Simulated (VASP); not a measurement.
# Ga4As3P (P-4m2) in VASP: relaxation of cell and atoms with PBE

Aim: the relaxation of cell and atoms of Ga4As3P with PBE.

Program: VASP 6.6.1. These are calculated values, not measurements. Logs are shortened: lines on timing, memory, paths and dates and some standing lists are left out, and cuts for length are marked.

### 1 The cell of the first run

It takes space group P-4m2 (No. 115, tetragonal). The conventional cell has a = 4.216 Å, b = 4.216 Å, c = 11.874 Å, α = 90.00°, β = 90.00°, γ = 90.00°. Within 3.3 Å of Ga (site symmetry 2mm) lie 2 P at 2.47 Å and 2 As at 2.62 Å. Ga (site symmetry 2mm) has 4 As at 2.62 Å within 3.5 Å. Within 3.3 Å of P (site symmetry -4m2) lie 4 Ga at 2.47 Å. As (site symmetry 2mm) has 4 Ga at 2.62 Å within 3.5 Å. Within 3.5 Å of As (site symmetry -4m2) lie 4 Ga at 2.62 Å.

### 2 Relaxation of cell and atoms, PBE

Input file INCAR:

```
PREC = Accurate
ENCUT = 600
EDIFF = 1E-7
ISMEAR = 0
SIGMA = 0.2
LREAL = F
LASPH = T
NELM = 60
ALGO = Normal
ISIF = 3
LWAVE = F
LCHARG = F
GGA = PE
IBRION = 2
NSW = 36
EDIFFG = -0.08
```

Input file KPOINTS:

```
Automatic mesh
0
Gamma
  4 4 2
```

Input file POSCAR:

```
Ga4As3P
1.0
    4.2161524200      0.0000000000      0.0000000000
    0.0000000000      4.2161524200      0.0000000000
    0.0000000000      0.0000000000     11.8741617700
Ga P As
4 1 3
Direct
    0.5000000000      0.0000000000      0.6078729600
    0.0000000000      0.5000000000      0.3921270400
    0.5000000000      0.0000000000      0.1306830600
    0.0000000000      0.5000000000      0.8693169400
    0.0000000000      0.0000000000      0.5000000000
    0.5000000000      0.5000000000      0.2616242500
    0.0000000000      0.0000000000      0.0000000000
    0.5000000000      0.5000000000      0.7383757500
```

Potentials or basis: VASP PAW PBE potentials, release 64 (Ga_d, P, As).

On the command line:

```
cat potpaw_PBE.64/Ga_d/POTCAR potpaw_PBE.64/P/POTCAR potpaw_PBE.64/As/POTCAR > POTCAR
mpirun -np 1 vasp_std > vasp.out
```

OUTCAR:

```text
PREC = Accurate
   ENCUT = 600
   EDIFF = 1E-7
   ISMEAR = 0
   LREAL = F
   LASPH = T
   NELM = 60
   ISIF = 3
   GGA = PE
   IBRION = 2
   NSW = 36
   EDIFFG = -0.08

 ion  position               nearest neighbor table
   1  0.500  0.000  0.608-   5 2.47   5 2.47   8 2.62   8 2.62
   2  0.000  0.500  0.392-   5 2.47   5 2.47   6 2.62   6 2.62
   3  0.500  0.000  0.131-   7 2.62   7 2.62   6 2.62   6 2.62
   4  0.000  0.500  0.869-   7 2.62   7 2.62   8 2.62   8 2.62
   5  0.000  0.000  0.500-   1 2.47   2 2.47   2 2.47   1 2.47
   6  0.500  0.500  0.262-   2 2.62   2 2.62   3 2.62   3 2.62
   7  0.000  0.000  0.000-   3 2.62   4 2.62   4 2.62   3 2.62
   8  0.500  0.500  0.738-   1 2.62   1 2.62   4 2.62   4 2.62

  LATTYP: Found a simple tetragonal cell.
 ALAT       =     4.2161524200
 C/A-ratio  =     2.8163502139

  Lattice vectors:

 A1 = (   4.2161524200,   0.0000000000,   0.0000000000)
 A2 = (   0.0000000000,   4.2161524200,   0.0000000000)
 A3 = (   0.0000000000,   0.0000000000,  11.8741617700)

Analysis of symmetry for initial positions (statically):
=====================================================================
 Subroutine PRICEL returns:
 Original cell was already a primitive cell.

 Routine SETGRP: Setting up the symmetry group for a
 simple tetragonal supercell.

 Subroutine GETGRP returns: Found  8 space group operations
 (whereof  8 operations were pure point group operations)
 out of a pool of 16 trial point group operations.

The static configuration has the point symmetry D_2d.

Analysis of symmetry for dynamics (positions and initial velocities):
=====================================================================
 Subroutine PRICEL returns:
 Original cell was already a primitive cell.

 Routine SETGRP: Setting up the symmetry group for a
 simple tetragonal supercell.

 Subroutine GETGRP returns: Found  8 space group operations
 (whereof  8 operations were pure point group operations)
 out of a pool of 16 trial point group operations.

The dynamic configuration has the point symmetry D_2d.

 Subroutine INISYM returns: Found  8 space group operations
 (whereof  8 operations are pure point group operations),
 and found     1 'primitive' translations

----------------------------------------------------------------------------------------

                                     Primitive cell

  volume of cell :     211.0744

  direct lattice vectors                    reciprocal lattice vectors
     4.216152420  0.000000000  0.000000000     0.237183076  0.000000000  0.000000000
     0.000000000  4.216152420  0.000000000     0.000000000  0.237183076  0.000000000
     0.000000000  0.000000000 11.874161770     0.000000000  0.000000000  0.084216471

  length of vectors
     4.216152420  4.216152420 11.874161770     0.237183076  0.237183076  0.084216471

  position of ions in fractional coordinates (direct lattice)
     0.500000000  0.000000000  0.607872960
     0.000000000  0.500000000  0.392127040
     0.500000000  0.000000000  0.130683060
     0.000000000  0.500000000  0.869316940
     0.000000000  0.000000000  0.500000000
     0.500000000  0.500000000  0.261624250
     0.000000000  0.000000000  0.000000000
     0.500000000  0.500000000  0.738375750

  ion indices of the primitive-cell ions
   primitive index   ion index
                 1           1
                 2           2
                 3           3
                 4           4
                 5           5
                 6           6
                 7           7
                 8           8

----------------------------------------------------------------------------------------

 KPOINTS: Automatic mesh

Automatic generation of k-mesh.
 Grid dimensions read from file:
 generate k-points for:    4    4    2

 Generating k-lattice:

  Cartesian coordinates                     Fractional coordinates (reciprocal lattice)
     0.059295769  0.000000000  0.000000000     0.250000000  0.000000000  0.000000000
     0.000000000  0.059295769  0.000000000     0.000000000  0.250000000  0.000000000
     0.000000000  0.000000000  0.042108235     0.000000000  0.000000000  0.500000000

  Length of vectors
     0.059295769  0.059295769  0.042108235

  Shift w.r.t. Gamma in fractional coordinates (k-lattice)
     0.000000000  0.000000000  0.000000000

 Subroutine IBZKPT returns following result:
 ===========================================

 Found     12 irreducible k-points:

 Following reciprocal coordinates:
            Coordinates               Weight
  0.000000  0.000000  0.000000      1.000000
  0.250000  0.000000  0.000000      4.000000
  0.500000  0.000000  0.000000      2.000000
  0.250000  0.250000  0.000000      4.000000
  0.500000  0.250000  0.000000      4.000000
  0.500000  0.500000  0.000000      1.000000
  0.000000  0.000000  0.500000      1.000000
  0.250000  0.000000  0.500000      4.000000
  0.500000  0.000000  0.500000      2.000000
  0.250000  0.250000  0.500000      4.000000
  0.500000  0.250000  0.500000      4.000000
  0.500000  0.500000  0.500000      1.000000
   k-points           NKPTS =     12   k-points in BZ     NKDIM =     12   number of bands    NBANDS=     43
   number of dos      NEDOS =    301   number of ions     NIONS =      8
   total plane-waves  NPLWV = 124416
   dimension x,y,z NGX =    36 NGY =   36 NGZ =   96
   dimension x,y,z NGXF=    72 NGYF=   72 NGZF=  192
   ions per type =               4   1   3
   NGX,Y,Z   is equivalent  to a cutoff of  14.20, 14.20, 13.44 a.u.
   NGXF,Y,Z  is equivalent  to a cutoff of  28.39, 28.39, 26.88 a.u.
 SYSTEM =  unknown system
   PREC   = accura    normal or accurate (medium, high low for compatibility)
   ISTART =      0    job   : 0-new  1-cont  2-samecut
   ICHARG =      2    charge: 1-file 2-atom 10-const
   ISPIN  =      1    spin polarized calculation?
   LNONCOLLINEAR =      F non collinear calculations
   LSORBIT =      F    spin-orbit coupling
   LASPH  =      T    aspherical Exc in radial PAW
   ENCUT  =  600.0 eV  44.10 Ry    6.64 a.u.   8.42  8.42 23.72*2*pi/ulx,y,z
   NELM   =     60;   NELMIN=  2; NELMDL= -5     # of ELM steps
   EDIFF  = 0.1E-06   stopping-criterion for ELM
   LREAL  =      F    real-space projection
   EDIFFG = -.8E-01   stopping-criterion for IOM
   NSW    =     36    number of steps for IOM
   IBRION =      2    ionic relax: 0-MD 1-quasi-New 2-CG
   NFREE  =      1    steps in history (QN), initial steepest desc. (CG)
   ISIF   =      3    stress and relaxation
   ISYM   =      2    0-nonsym 1-usesym 2-fastsym
   POTIM  = 0.5000    time-step for ionic-motion
   TEBEG  =    0.0;   TEEND  =   0.0 temperature during run
   PSTRESS=    0.0 pullay stress
   NELECT =      72.0000    total number of electrons
   NUPDOWN=      -1.0000    fix difference up-down
   EMIN   =  10.00;   EMAX   =-10.00  energy-range for DOS
   EFERMI =   0.00;   METHOD = LEGACY
   ISMEAR =     0;   SIGMA  =   0.20  broadening in eV -4-tet -1-fermi 0-gaus
   EFERMI_NEDOS =   21; number of points for ismear=-14 and -15
   IALGO  =     38    algorithm
   IMIX   =      4    mixing-type and parameters
     AMIX     =   0.40;   BMIX     =  1.00
     AMIX_MAG =   1.60;   BMIX_MAG =  1.00
  volume/ion in A,a.u.               =      26.38       178.05
  Fermi-wavevector in a.u.,A,eV,Ry     =   1.143862  2.161587 17.802153  1.308421
  Thomas-Fermi vector in A             =   2.280556
   LORBIT       =      0    0 simple, 1 ext, 2 COOP (PROOUT), +10 PAW based schemes
   GGA     = PE    functional components
   LHFCALC =     F    Hartree Fock is set to
   AEXX    =    0.0000 exact exchange contribution
   IVDW    =     0    specifies the selected vdW correction
   LEPSILON=     F    determine dielectric tensor
   LRPA    =     F    only Hartree local field effects (RPA)
 conjugate gradient relaxation of ions
 non-spin polarized calculation
 Gauss-broadening in eV      SIGMA  =   0.20
  energy-cutoff  :      600.00
  volume of cell :      211.07
 maximum number of plane-waves:      7080
 NGX is ok and might be reduce to    36
   NGX = 17   NGY = 17   NGZ = 47

--------------------------------------- Ionic step        1  -------------------------------------------

 number of electron      71.9999975 magnetization

 Free energy of the ion-electron system (eV)
  ---------------------------------------------------
  ext. energy  EPLUGINS =         0.00000000
  ---------------------------------------------------
  free energy    TOTEN  =       -32.99183856 eV

  energy without entropy =      -32.98011091  energy(sigma->0) =      -32.98597474

------------------------ aborting loop because EDIFF is reached ----------------------------------------

  FORCE on cell =-STRESS in cart. coord.  units (eV):
  Direction    XX          YY          ZZ          XY          YZ          ZX
  --------------------------------------------------------------------------------------
  -------------------------------------------------------------------------------------
  Total       -7.6051168     -7.6051168     -8.5530787      0.0000000      0.0000000      0.0000000
  in kB      -57.7272549    -57.7272549    -64.9228360      0.0000000      0.0000000      0.0000000
  external PRESSURE =     -60.1257819 kB  Pullay stress =       0.0000000 kB
[... 279 lines left out ...]
  energy  without entropy=      -33.6693050745  energy(sigma->0) =      -33.67123479

--------------------------------------- Ionic step        8  -------------------------------------------

 number of electron      72.0000026 magnetization

 Free energy of the ion-electron system (eV)
  ---------------------------------------------------
  ext. energy  EPLUGINS =         0.00000000
  ---------------------------------------------------
  free energy    TOTEN  =       -33.67529982 eV

  energy without entropy =      -33.67235199  energy(sigma->0) =      -33.67382590

 E-fermi :   4.0015     XC(G=0):  -9.4462

 val. band max:        3.7621830911   @ k =   0.0000   0.0000   0.0000
 cond. band min:       4.1992561349   @ k =   0.0000   0.0000   0.0000
 fundamental gap:      0.4370730438
 Fermi energy:         4.0014931410

 k-point     1 :       0.0000    0.0000    0.0000
  band No.  band energies     occupation
      1     -11.0867      2.00000
      2     -11.0396      2.00000
      3     -11.0313      2.00000
      4     -11.0050      2.00000
      5     -11.0050      2.00000
      6     -10.9776      2.00000
[... 576 lines left out ...]
  FREE ENERGIE OF THE ION-ELECTRON SYSTEM (eV)
  ---------------------------------------------------
  free  energy   TOTEN  =       -33.6752998160 eV

  energy  without entropy=      -33.6723519904  energy(sigma->0) =      -33.67382590

 reached required accuracy - stopping structural energy minimisation
```

Wall time 25 min (1 thread of Oxide Virtual Turin-like, shared host); peak memory 0.4 GiB.

Results:

- Free energy: -33.6753 eV
- Relaxed volume: 22.96 Å³/atom
- Relaxed cell: a = 4.044 Å, b = 4.044 Å, c = 11.235 Å, α = 90.00°, β = 90.00°, γ = 90.00°
- Space group after relaxing (to 0.05 Å): P-4m2 (No. 115)
- Energy gained by relaxing: 85.4 meV/atom
- Ionic steps: 8
- Pressure after relaxing: 0.2 GPa
- Largest force after relaxing: 0.015 eV/Å
- Band gap on the k mesh: 0.44 eV, direct

Forces in eV/Å, atoms in the order of the input:
```
Ga   0.000  0.000  0.009
Ga   0.000  0.000 -0.009
Ga   0.000  0.000  0.015
Ga   0.000  0.000 -0.015
P    0.000  0.000  0.000
As   0.000  0.000  0.000
As   0.000  0.000  0.000
As   0.000  0.000  0.000
```

Step by step:
```tsv
step	energy change (eV)	largest force (eV/Å)	pressure (GPa)	volume (Å³)
1	0.0000	0.8359	-6.01	211.07
2	-0.6163	0.5468	0.75	182.25
3	-0.6182	0.5668	0.29	183.55
4	-0.6500	0.2673	0.18	183.79
5	-0.6650	0.2848	0.05	184.12
6	-0.6773	0.1609	-0.08	184.48
7	-0.6813	0.1320	-0.21	184.83
8	-0.6835	0.0154	0.17	183.71
```

Final structure:
```
Ga P As
1.0
     4.04373    0.00000    0.00000
     0.00000    4.04373    0.00000
     0.00000    0.00000   11.23473
Ga P As
4 1 3
Direct
  0.50000 0.00000 0.61795
  0.00000 0.50000 0.38205
  0.50000 0.00000 0.12735
  0.00000 0.50000 0.87265
  0.00000 0.00000 0.50000
  0.50000 0.50000 0.25469
  0.00000 0.00000 0.00000
  0.50000 0.50000 0.74531
```

Levels at points of the mesh, in eV from the valence-band top:
```
           k point  band 32  band 33  band 34  band 35  band 36  band 37  band 38  band 39  band 40  band 41
(0.00, 0.00, 0.00)    -1.57    -1.57    -0.06    -0.06     0.00     0.44     1.40     1.45     1.91     2.01
(0.50, 0.00, 0.00)    -1.14    -1.08    -1.07    -1.05    -1.04     0.96     0.97     2.47     2.72     4.46
(0.50, 0.50, 0.00)    -3.22    -2.60    -2.53    -2.53    -2.49     1.44     1.70     1.72     1.72     4.54
(0.00, 0.00, 0.50)    -1.87    -0.78    -0.78    -0.58    -0.58     1.27     1.43     2.10     2.27     2.27
(0.50, 0.00, 0.50)    -2.16    -1.67    -1.10    -1.09    -1.08     1.83     2.03     2.04     2.08     4.45
(0.50, 0.50, 0.50)    -2.96    -2.96    -2.95    -2.87    -2.84     2.47     2.62     2.67     2.79     2.79
```

Caveat: the relaxation stopped at a loose force limit of 0.08 eV/Å, so its end isn't a converged minimum.
